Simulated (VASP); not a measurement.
Wanted: the native input for a VASP 6.6.1 run.

- Task: single point
- Functional: revPBE
- Potentials or basis: VASP PAW PBE potentials, release 64 (Ni)
- Cutoff: 520 eV
- k mesh: 15 × 15 × 10
- Occupations: fermi-dirac, width 0.05 eV
- Spin: collinear spin, antiferromagnetic start
- Starting moments: [0.8, -0.8] μB
- Dipole correction: no
- Further INCAR settings: ALGO = Normal; EDIFF = 1e-07; NBANDS = 21; ISYM = 0

The structure of Ni lies in POSCAR:

```
Ni
1.0
   -1.3840607961      1.6812390181      1.2336592477
    1.6812390181     -1.3840607961      1.2336592477
    2.8667230548      2.8667230548     -0.6893767899
Ni
2
Direct
    0.0416714727      0.9583285273      1.0000000000
    0.7083285273      0.2916714727      0.5000000000
```

This isn't the form of Ni at room conditions, which is fcc.

These files were run (other wordings do the same):

INCAR

```
SYSTEM = Ni
PREC = Accurate
ENCUT = 520
EDIFF = 1E-7
ISMEAR = -1
SIGMA = 0.05
LREAL = .FALSE.
LASPH = .TRUE.
NELM = 150
ALGO = Normal
ISIF = 2
LWAVE = .FALSE.
LCHARG = .FALSE.
ISPIN = 2
MAGMOM = 0.8 -0.8
LORBIT = 11
LMAXMIX = 4
GGA = RE
NBANDS = 21
ISYM = 0
KPAR = 4
```

KPOINTS

```
Automatic mesh
0
G
  15 15 10
  0 0 0
```

Potentials or basis: VASP PAW PBE potentials, release 64 (Ni).

Launch:

```sh
$ cat potpaw_PBE.64/Ni/POTCAR > POTCAR
$ mpirun -np 4 vasp_std > vasp.out
```

It gave:

The pressure is -0.5 GPa, the band gap on the k mesh is zero (filled and empty bands overlap) and the net moment is 0.00 μB per cell. The site moments are Ni +0.27, -0.27 μB and the valence electrons inside the program's atomic spheres are Ni 9.27.

Caveat: the PAW data sets were made with another functional, which shifts forces and pressure a little.

Wall time 5 min on 4 MPI ranks on Intel(R) Xeon(R) Platinum 8259CL CPU @ 2.50GHz (Skylake/Cascade Lake), on a shared host, peak memory 0.74 GiB a rank.
